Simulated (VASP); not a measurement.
A run of VASP 6.6.1:

The input INCAR:

```
SYSTEM = Ir
ALGO = Fast
EDIFF = 1E-6
ENCUT = 520
GGA = CA
ISIF = 2
ISMEAR = 0
LASPH = .True.
LCHARG = .False.
LREAL = .False.
LWAVE = .False.
NBANDS = 10
NELM = 80
PREC = Accurate
SIGMA = 0.15
```

File KPOINTS:

```
k-points
0
Gamma
  22 22 22
  0 0 0
```

File POSCAR:

```
Ir
1.0
    0.0000000000      2.0211447986      1.6031720542
    2.0211447986      0.0000000000      1.6031720542
    2.0211447986      2.0211447986      0.0000000000
Ir
1
Direct
    0.0000000000      0.0000000000      0.0000000000
```

Potentials or basis: VASP PAW LDA potentials, release 64 (Ir).

Launch:

```sh
$ cat potpaw_LDA.64/Ir/POTCAR > POTCAR
$ mpirun -np 1 vasp_std > vasp.out
```

Hardware: 1 thread of Intel(R) Xeon(R) 6975P-C (Granite Rapids), on a shared host.

Problem. Estimate the wall time of this run.

Solution. Run time: 73 s on 1 thread of Intel(R) Xeon(R) 6975P-C (Granite Rapids) (shared host), peak memory 0.22 GiB. Counts: scf iterations 15, k points 834.
